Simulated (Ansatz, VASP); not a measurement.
## Two plane-wave programs on Si7Ge

File INCAR:

```
SYSTEM = Si7Ge
  PREC = Accurate
  ENCUT = 520
  EDIFF = 1E-7
  ISMEAR = 0
  SIGMA = 0.03
  LREAL = .FALSE.
  LASPH = .TRUE.
  NELM = 100
  ALGO = Normal
  ISIF = 2
  LWAVE = .FALSE.
  LCHARG = .FALSE.
  GGA = PS
  NBANDS = 31
```

Contents of KPOINTS:

```
Automatic mesh
0
G
  6 6 6
  0 0 0
```

The input POSCAR:

```
Si7Ge
1.0
    5.4589494008      0.0000000000     -0.6004844341
    0.0000000000      5.4589494008     -0.6004844341
   -0.6004844341     -0.6004844341      5.4589494008
Si Ge
7 1
Direct
    0.2525986838      0.2525986838      0.2525986838
    0.0000000000      0.5000000000      0.5000000000
    0.5000000000      0.5000000000      0.0000000000
    0.5000000000      0.0000000000      0.5000000000
    0.7474013162      0.2525986838      0.7474013162
    0.7474013162      0.7474013162      0.2525986838
    0.2525986838      0.7474013162      0.7474013162
    0.0000000000      0.0000000000      0.0000000000
```

Input for Ansatz:

```yaml
crystal:
  lattice:
    - [5.4589494008, 0.0, -0.6004844341]
    - [0.0, 5.4589494008, -0.6004844341]
    - [-0.6004844341, -0.6004844341, 5.4589494008]
  atoms:
    - { symbol: Si, position: [0.2525986838, 0.2525986838, 0.2525986838] }
    - { symbol: Si, position: [0.0, 0.5, 0.5] }
    - { symbol: Si, position: [0.5, 0.5, 0.0] }
    - { symbol: Si, position: [0.5, 0.0, 0.5] }
    - { symbol: Si, position: [0.7474013162, 0.2525986838, 0.7474013162] }
    - { symbol: Si, position: [0.7474013162, 0.7474013162, 0.2525986838] }
    - { symbol: Si, position: [0.2525986838, 0.7474013162, 0.7474013162] }
    - { symbol: Ge, position: [0.0, 0.0, 0.0] }
basis:
  ecutwfc: 420
kpoints:
  mp_grid: { grid: [6, 6, 6] }
hamiltonian:
  xc: pbesol
  pseudopotentials: { kind: paw, azcp: { folder: soft_1 } }
scf:
  occupations: { method: gaussian, width: 0.03 }
output:
  forces: true
  stress: true
  eigenvalues: true
  write_density: true
  write_potential: true
  elf: true
  volumetric_format: npy
```

Change from the starting cell: engineering shear strain xz -0.2200, engineering shear strain yz -0.2200.

Alike in both runs: task single point; functional PBEsol; k mesh 6 × 6 × 6; occupations gaussian, width 0.03 eV; no spin polarisation.

|  | VASP | Ansatz |
| --- | --- | --- |
| version | VASP 6.6.1 | Ansatz 0.2.0 |
| potentials or method | VASP PAW PBE potentials, release 64 (Si, Ge_d), cutoff 520 eV | scalar-relativistic, plane waves, PAW |
| valence electrons in the cell | 42 | 42 |

|  | VASP | Ansatz | Ansatz less VASP |
| --- | --- | --- | --- |
| gap on the k mesh at the Fermi level (eV) | none | none | - |
| pressure (GPa) | 11.9 | 11.9 | -0.03 |
| traceless stress, the component that is largest in VASP (GPa) | 24.01 | 24.00 | -0.004 |
| rms of the force components (eV/Å) | 2.925 | 2.921 | -0.0044 |

VASP's potentials were made for PBE, not for PBEsol, and Ansatz warns of the same on its side. Atom by atom the forces differ by 0.011 eV/Å (rms over components). A gap of «none» marks a metal or a gap that the smearing closes.
